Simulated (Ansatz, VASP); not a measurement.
**Two plane-wave programs on O**

```xyz
2
Lattice="15.0000 0.0000 0.0000 0.0000 15.5000 0.0000 0.0000 0.0000 16.0000" Properties=species:S:1:pos:R:3 pbc="T T T"
O     6.9852    7.7347    7.6824
O     8.0148    7.7653    8.3176
```

Alike in both runs: functional PBEsol; k mesh 1 × 1 × 1; occupations gaussian, width 0.005 eV; collinear spin.

Ansatz relaxed the structure, and its values are those at the end. VASP's run is a single point on that final structure, the one shown.

```csv
,VASP,Ansatz
version,VASP 6.6.1,Ansatz 0.2.0
potentials or method,"VASP PAW PBE potentials, release 64 (O), cutoff 520 eV","scalar-relativistic, plane waves, PAW"
valence electrons in the cell,12,12
```

Ansatz gave:

- gap on the k mesh at the Fermi level (eV): 2.25
- rms of the force components (eV/Å): 0.002
- net moment per atom (μB): 1.00
- size of the moment on the site where the two differ most (μB): 0.55

Question: Which values does VASP return?

Answer: gap on the k mesh at the Fermi level (eV): 2.26; rms of the force components (eV/Å): 0.788; net moment per atom (μB): 1.00; size of the moment on the site where the two differ most (μB): 0.81.

VASP's potentials were made for PBE, not for PBEsol. Site moments also hang on the region over which each program counts them. One of these differences is far larger than is usual between the two programs; its cause wasn't traced. The functional is the same, so the differences come from potentials, cutoffs and numerics.

Noted on VASP's run: the standard files for N, O and F lose accuracy on very short bonds.
